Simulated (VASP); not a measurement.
# KAl3O (P4mm) in VASP: further runs, part 2 of 2

VASP 6.6.1.

**3. Single point, PBE**

File INCAR:

```
SYSTEM = KAl3O
PREC = Accurate
ENCUT = 520
EDIFF = 1E-6
ISMEAR = 0
SIGMA = 0.1
LREAL = .FALSE.
LASPH = .TRUE.
NELM = 80
ALGO = Normal
ISIF = 2
LWAVE = .FALSE.
LCHARG = .FALSE.
GGA = PE
NBANDS = 20
```

File KPOINTS:

```
Automatic mesh
0
G
  10 10 6
  0 0 0
```

File POSCAR:

```
KAl3O
1.0
    3.8043780836      0.0000000000      0.0000000000
    0.0000000000      3.8043780836      0.0000000000
    0.0000000000      0.0000000000      8.1311305659
K Al O
1 3 1
Direct
    0.5000000000      0.5000000000     -0.1874150637
    0.0000000000      0.5000000000      0.3606612013
    0.0000000000      0.0000000000      0.1175116204
    0.5000000000      0.0000000000      0.3606612013
    0.0000000000      0.0000000000      0.9102720107
```

Potentials or basis: VASP PAW PBE potentials, release 64 (K_sv, Al, O).

Started as:

```
$ cat potpaw_PBE.64/K_sv/POTCAR potpaw_PBE.64/Al/POTCAR potpaw_PBE.64/O/POTCAR > POTCAR
$ mpirun -np 1 vasp_std > vasp.out
```

OUTCAR:

```text
SYSTEM = KAl3O
   PREC = Accurate
   ENCUT = 520
   EDIFF = 1E-6
   ISMEAR = 0
   LREAL = .FALSE.
   LASPH = .TRUE.
   NELM = 80
   ISIF = 2
   GGA = PE

 ion  position               nearest neighbor table
   1  0.500  0.500  0.813-   5 2.80   5 2.80   5 2.80   5 2.80
   2  0.000  0.500  0.361-   4 2.69   4 2.69   4 2.69   4 2.69   3 2.74   3 2.74
   3  0.000  0.000  0.118-   5 1.69   4 2.74   2 2.74   2 2.74   4 2.74
   4  0.500  0.000  0.361-   2 2.69   2 2.69   2 2.69   2 2.69   3 2.74   3 2.74
   5  0.000  0.000  0.910-   3 1.69   1 2.80   1 2.80   1 2.80   1 2.80

  LATTYP: Found a simple tetragonal cell.
 ALAT       =     3.8043780836
 C/A-ratio  =     2.1373087499

  Lattice vectors:

 A1 = (   3.8043780836,   0.0000000000,   0.0000000000)
 A2 = (   0.0000000000,   3.8043780836,   0.0000000000)
 A3 = (   0.0000000000,   0.0000000000,   8.1311305659)

Analysis of symmetry for initial positions (statically):
=====================================================================
 Subroutine PRICEL returns:
 Original cell was already a primitive cell.

 Routine SETGRP: Setting up the symmetry group for a
 simple tetragonal supercell.

 Subroutine GETGRP returns: Found  8 space group operations
 (whereof  8 operations were pure point group operations)
 out of a pool of 16 trial point group operations.

The static configuration has the point symmetry C_4v.

Analysis of symmetry for dynamics (positions and initial velocities):
=====================================================================
 Subroutine PRICEL returns:
 Original cell was already a primitive cell.

 Routine SETGRP: Setting up the symmetry group for a
 simple tetragonal supercell.

 Subroutine GETGRP returns: Found  8 space group operations
 (whereof  8 operations were pure point group operations)
 out of a pool of 16 trial point group operations.

The dynamic configuration has the point symmetry C_4v.

 Subroutine INISYM returns: Found  8 space group operations
 (whereof  8 operations are pure point group operations),
 and found     1 'primitive' translations

----------------------------------------------------------------------------------------

                                     Primitive cell

  volume of cell :     117.6842

  direct lattice vectors                    reciprocal lattice vectors
     3.804378084  0.000000000  0.000000000     0.262855052  0.000000000  0.000000000
     0.000000000  3.804378084  0.000000000     0.000000000  0.262855052  0.000000000
     0.000000000  0.000000000  8.131130566     0.000000000  0.000000000  0.122984128

  length of vectors
     3.804378084  3.804378084  8.131130566     0.262855052  0.262855052  0.122984128

  position of ions in fractional coordinates (direct lattice)
     0.500000000  0.500000000  0.812584936
     0.000000000  0.500000000  0.360661201
     0.000000000  0.000000000  0.117511620
     0.500000000  0.000000000  0.360661201
     0.000000000  0.000000000  0.910272011

  ion indices of the primitive-cell ions
   primitive index   ion index
                 1           1
                 2           2
                 3           3
                 4           4
[... 24 lines left out ...]
 ===========================================

 Found     84 irreducible k-points:

 Following reciprocal coordinates:
            Coordinates               Weight
  0.000000  0.000000  0.000000      1.000000
  0.100000  0.000000  0.000000      4.000000
  0.200000  0.000000  0.000000      4.000000
  0.300000  0.000000  0.000000      4.000000
  0.400000  0.000000  0.000000      4.000000
  0.500000  0.000000  0.000000      2.000000
[... 16 lines left out ...]
  0.100000  0.000000  0.166667      8.000000
  0.200000  0.000000  0.166667      8.000000
 [... further k-points ...]
   k-points           NKPTS =     84   k-points in BZ     NKDIM =     84   number of bands    NBANDS=     20
   number of dos      NEDOS =    301   number of ions     NIONS =      5
   total plane-waves  NPLWV =  47040
   dimension x,y,z NGX =    28 NGY =   28 NGZ =   60
   dimension x,y,z NGXF=    56 NGYF=   56 NGZF=  120
   ions per type =               1   3   1
   NGX,Y,Z   is equivalent  to a cutoff of  12.24, 12.24, 12.27 a.u.
   NGXF,Y,Z  is equivalent  to a cutoff of  24.47, 24.47, 24.53 a.u.
 SYSTEM =  KAl3O
   PREC   = accura    normal or accurate (medium, high low for compatibility)
   ISTART =      0    job   : 0-new  1-cont  2-samecut
   ICHARG =      2    charge: 1-file 2-atom 10-const
   ISPIN  =      1    spin polarized calculation?
   LNONCOLLINEAR =      F non collinear calculations
   LSORBIT =      F    spin-orbit coupling
   LASPH  =      T    aspherical Exc in radial PAW
   ENCUT  =  520.0 eV  38.22 Ry    6.18 a.u.   7.07  7.07 15.12*2*pi/ulx,y,z
   NELM   =     80;   NELMIN=  2; NELMDL= -5     # of ELM steps
   EDIFF  = 0.1E-05   stopping-criterion for ELM
   LREAL  =      F    real-space projection
   EDIFFG = 0.1E-04   stopping-criterion for IOM
   NSW    =      0    number of steps for IOM
   IBRION =     -1    ionic relax: 0-MD 1-quasi-New 2-CG
   NFREE  =      0    steps in history (QN), initial steepest desc. (CG)
   ISIF   =      2    stress and relaxation
   ISYM   =      2    0-nonsym 1-usesym 2-fastsym
   POTIM  = 0.5000    time-step for ionic-motion
   TEBEG  =    0.0;   TEEND  =   0.0 temperature during run
   PSTRESS=    0.0 pullay stress
   NELECT =      24.0000    total number of electrons
   NUPDOWN=      -1.0000    fix difference up-down
   EMIN   =  10.00;   EMAX   =-10.00  energy-range for DOS
   EFERMI =   0.00;   METHOD = LEGACY
   ISMEAR =     0;   SIGMA  =   0.10  broadening in eV -4-tet -1-fermi 0-gaus
   EFERMI_NEDOS =   21; number of points for ismear=-14 and -15
   IALGO  =     38    algorithm
   IMIX   =      4    mixing-type and parameters
     AMIX     =   0.40;   BMIX     =  1.00
     AMIX_MAG =   1.60;   BMIX_MAG =  1.00
  volume/ion in A,a.u.               =      23.54       158.83
  Fermi-wavevector in a.u.,A,eV,Ry     =   0.963620  1.820978 12.633874  0.928564
  Thomas-Fermi vector in A             =   2.093181
   LORBIT       =      0    0 simple, 1 ext, 2 COOP (PROOUT), +10 PAW based schemes
   GGA     = PE    functional components
   LHFCALC =     F    Hartree Fock is set to
   AEXX    =    0.0000 exact exchange contribution
   IVDW    =     0    specifies the selected vdW correction
   LEPSILON=     F    determine dielectric tensor
   LRPA    =     F    only Hartree local field effects (RPA)
 non-spin polarized calculation
 Gauss-broadening in eV      SIGMA  =   0.10
  energy-cutoff  :      520.00
  volume of cell :      117.68
 maximum number of plane-waves:      3196
   NGX = 15   NGY = 15   NGZ = 31

 number of electron      23.9999996 magnetization

 Free energy of the ion-electron system (eV)
  ---------------------------------------------------
  ext. energy  EPLUGINS =         0.00000000
  ---------------------------------------------------
  free energy    TOTEN  =       -20.22837246 eV

  energy without entropy =      -20.21727969  energy(sigma->0) =      -20.22282608

 E-fermi :   2.5774     XC(G=0):  -8.1949

 val. band max:        2.5761326795   @ k =   0.4000   0.1000   0.5000
 cond. band min:       2.6533471188   @ k =   0.5000   0.4000   0.5000
 fundamental gap:      0.0772144392
 Fermi energy:         2.5774343867

 k-point     1 :       0.0000    0.0000    0.0000
  band No.  band energies     occupation
      1     -27.1229      2.00000
      2     -14.5487      2.00000
      3     -10.7082      2.00000
      4     -10.4680      2.00000
      5     -10.4680      2.00000
      6      -6.2344      2.00000
[... 541 lines left out ...]
     19       8.5978      0.00000
     20       9.0090      0.00000

 [... further k-points ...]

------------------------ aborting loop because EDIFF is reached ----------------------------------------

  FORCE on cell =-STRESS in cart. coord.  units (eV):
  Direction    XX          YY          ZZ          XY          YZ          ZX
  --------------------------------------------------------------------------------------
  -------------------------------------------------------------------------------------
  Total        0.0138014      0.0138014      0.1071052      0.0000000      0.0000000      0.0000000
  in kB        0.1878955      0.1878955      1.4581522      0.0000000      0.0000000      0.0000000
  external PRESSURE =       0.6113144 kB  Pullay stress =       0.0000000 kB

 VOLUME and BASIS-vectors are now :
 -----------------------------------------------------------------------------
  energy-cutoff  :      520.00
  volume of cell :      117.68
      direct lattice vectors                 reciprocal lattice vectors
     3.804378084  0.000000000  0.000000000     0.262855052  0.000000000  0.000000000
     0.000000000  3.804378084  0.000000000     0.000000000  0.262855052  0.000000000
     0.000000000  0.000000000  8.131130566     0.000000000  0.000000000  0.122984128

 POSITION                                       TOTAL-FORCE (eV/Angst)
 -----------------------------------------------------------------------------------
      1.90219      1.90219      6.60723        -0.000000     -0.000000     -0.011537
      0.00000      1.90219      2.93258         0.000000      0.000000     -0.003614
      0.00000      0.00000      0.95550        -0.000000     -0.000000      0.089344
      1.90219      0.00000      2.93258        -0.000000     -0.000000     -0.003614
      0.00000      0.00000      7.40154         0.000000     -0.000000     -0.070580
 -----------------------------------------------------------------------------------
    total drift:                                0.000000     -0.000000      0.000608

  FREE ENERGIE OF THE ION-ELECTRON SYSTEM (eV)
  ---------------------------------------------------
  free  energy   TOTEN  =       -20.2283724620 eV

  energy  without entropy=      -20.2172796896  energy(sigma->0) =      -20.22282608
```

OSZICAR:

```text
N       E                     dE             d eps       ncg     rms          rms(c)
DAV:   1     0.103613366278E+03    0.10361E+03   -0.99881E+03  3360   0.100E+03
DAV:   2    -0.141974609882E+02   -0.11781E+03   -0.11424E+03  4196   0.231E+02
DAV:   3    -0.238433084028E+02   -0.96458E+01   -0.95943E+01  5332   0.554E+01
DAV:   4    -0.240260101117E+02   -0.18270E+00   -0.18247E+00  4844   0.695E+00
DAV:   5    -0.240337954780E+02   -0.77854E-02   -0.77851E-02  4696   0.941E-01    0.102E+01
DAV:   6    -0.204600636118E+02    0.35737E+01   -0.16869E+01  3916   0.228E+01    0.540E+00
DAV:   7    -0.203110225513E+02    0.14904E+00   -0.14563E+00  3900   0.640E+00    0.287E+00
DAV:   8    -0.202224507119E+02    0.88572E-01   -0.32134E-01  4048   0.331E+00    0.436E-01
DAV:   9    -0.202260926219E+02   -0.36419E-02   -0.34650E-02  4556   0.889E-01    0.279E-01
DAV:  10    -0.202275329604E+02   -0.14403E-02   -0.66713E-03  3872   0.408E-01    0.104E-01
DAV:  11    -0.202281926195E+02   -0.65966E-03   -0.13985E-03  3956   0.201E-01    0.476E-02
DAV:  12    -0.202283504940E+02   -0.15787E-03   -0.31851E-04  3800   0.101E-01    0.141E-02
DAV:  13    -0.202283738337E+02   -0.23340E-04   -0.69668E-05  4156   0.468E-02    0.110E-02
DAV:  14    -0.202283736779E+02    0.15575E-06   -0.42062E-05  4024   0.302E-02    0.810E-03
DAV:  15    -0.202283724322E+02    0.12457E-05   -0.11534E-05  4036   0.165E-02    0.156E-03
DAV:  16    -0.202283724620E+02   -0.29797E-07   -0.71220E-07  2336   0.485E-03
   1 F= -.20228372E+02 E0= -.20222826E+02  d E =-.110928E-01
```

Wall time 65 s (1 thread of Intel Xeon 6975P-C (Granite Rapids), shared host); peak memory 0.32 GiB.

What came out:

```
Free energy            : -20.2284 eV
Pressure               : 0.1 GPa
Largest force          : 0.089 eV/Å
Band gap on the k mesh : zero (band 12 reaches 3.53 eV, above the bottom of band 13 at 2.05 eV)
```

Forces in eV/Å, atoms in the order of the input:
```
K    0.000  0.000 -0.012
Al   0.000  0.000 -0.004
Al   0.000  0.000  0.089
Al   0.000  0.000 -0.004
O    0.000  0.000 -0.071
```

Levels at points of the mesh, in eV from the Fermi level:
```
           k point  band 9  band 10  band 11  band 12  band 13  band 14  band 15  band 16
(0.00, 0.00, 0.00)   -1.98    -1.98     0.19     0.19     0.73     1.96     2.42     4.95
(0.50, 0.00, 0.00)   -2.94    -2.09    -1.12    -0.79     1.93     2.98     2.98     3.46
(0.50, 0.50, 0.00)   -3.26    -2.85    -2.45    -2.45     0.64     0.64     1.31     2.99
(0.00, 0.00, 0.50)   -1.98    -1.98     0.19     0.19     1.78     1.99     2.41     3.87
(0.50, 0.00, 0.50)   -3.05    -2.09    -1.38    -0.68     1.92     2.96     3.07     3.52
(0.50, 0.50, 0.50)   -3.17    -2.83    -2.45    -2.45     0.74     0.74     1.07     2.61
```
